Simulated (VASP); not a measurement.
TaSi2:

```
CELL_PARAMETERS angstrom
4.84000 0.00000 0.00000
-2.42000 4.19156 0.00000
0.00000 0.00000 6.65000
ATOMIC_POSITIONS crystal
Ta 0.50000 0.00000 0.50000
Ta 0.00000 0.50000 0.16667
Ta 0.50000 0.50000 0.83333
Si 0.16580 0.33160 0.50000
Si 0.33160 0.16580 0.16667
Si 0.83420 0.16580 0.83333
Si 0.83420 0.66840 0.50000
Si 0.66840 0.83420 0.16667
Si 0.16580 0.83420 0.83333
```

| Property | Result |
| --- | --- |
| Program | VASP 6.6.1 |
| Task | relaxation of cell and atoms |
| Functional | PBE |
| Potentials or basis | VASP PAW PBE potentials, release 64 (Ta_pv, Si) |
| Cutoff | 600 eV |
| k mesh | 4 × 4 × 3 |
| Occupations | gaussian, width 0.2 eV |
| Spin | no spin polarisation |

At the start: pressure -3.4 GPa; volume 14.99 Å³/atom.

Problem. Where does the relaxation end?

Solution. Over 6 steps the energy falls by 16.8 meV/atom and the volume is 14.70 Å³/atom (-1.9 %); space group P6_222 (No. 180, to 0.1 Å) before and after.

The path:
| step | energy change (eV) | largest force (eV/Å) | pressure (GPa) | volume (Å³) |
| --- | --- | --- | --- | --- |
| 1 | 0.0000 | 0.6523 | -3.37 | 134.91 |
| 2 | -0.0780 | 0.3485 | 4.81 | 128.85 |
| 3 | -0.0933 | 0.4496 | 2.29 | 130.54 |
| 4 | -0.1466 | 0.0004 | 0.31 | 131.72 |
| 5 | -0.1466 | 0.0144 | 0.36 | 131.68 |
| 6 | -0.1512 | 0.0084 | -0.34 | 132.32 |

Final structure:
```cif
data_structure
_symmetry_space_group_name_H-M 'P 1'
_symmetry_Int_Tables_number 1
_cell_length_a 4.8109
_cell_length_b 4.8109
_cell_length_c 6.6015
_cell_angle_alpha 90.000
_cell_angle_beta 90.000
_cell_angle_gamma 120.000
_cell_volume 132.32
loop_
_atom_site_label
_atom_site_type_symbol
_atom_site_fract_x
_atom_site_fract_y
_atom_site_fract_z
_atom_site_occupancy
Ta1 Ta 0.50000 0.00000 0.50000 1
Ta2 Ta 0.00000 0.50000 0.16667 1
Ta3 Ta 0.50000 0.50000 0.83333 1
Si1 Si 0.15888 0.31776 0.50000 1
Si2 Si 0.31776 0.15888 0.16667 1
Si3 Si 0.84112 0.15888 0.83333 1
Si4 Si 0.84112 0.68224 0.50000 1
Si5 Si 0.68224 0.84112 0.16667 1
Si6 Si 0.15888 0.84112 0.83333 1
```

Caveat: the k points lie up to 0.38 Å⁻¹ apart in the final cell, too coarse for converged energies and pressures of a metal.
